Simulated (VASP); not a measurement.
CdBr: single point with PBE

The system is CdBr.

```
Cd Br
1.0
     0.00000    3.11613    3.11613
     3.11613    0.00000    3.11613
     3.11613    3.11613    0.00000
Cd Br
1 1
Direct
  0.00000 0.00000 0.00000
  0.50000 0.50000 0.50000
```

```json
{"Program": "VASP 6.6.1", "Task": "single point", "Functional": "PBE", "Potentials or basis": "VASP PAW PBE potentials, release 64 (Cd, Br)", "Cutoff": "520 eV", "k mesh": "16 × 16 × 16", "Occupations": "gaussian, width 0.1 eV", "Spin": "no spin polarisation", "Dipole correction": "no", "Further INCAR settings": "ALGO = Normal; EDIFF = 1e-06; NBANDS = 16"}
```

```
Pressure : 0.1 GPa
```

Levels at points of the mesh, in eV from the Fermi level:
```
           k point  band 7  band 8  band 9  band 10  band 11  band 12  band 13  band 14
(0.00, 0.00, 0.00)   -3.41   -3.41   -3.41    -2.57     7.05     7.05     7.05     7.16
(0.50, 0.00, 0.00)   -5.75   -3.14   -3.14     1.44     1.78     3.96     3.96     8.64
(0.50, 0.50, 0.00)   -5.10   -4.06   -4.06    -1.71     4.48     5.35     6.66     6.66
```

Run time: 83 s on 1 thread of Intel(R) Xeon(R) Platinum 8488C (Sapphire Rapids), with other jobs on the host, peak memory 0.3 GiB.

Caveat: an odd number of electrons without spin polarisation forces a metal; a magnetic or distorted state may lie lower.
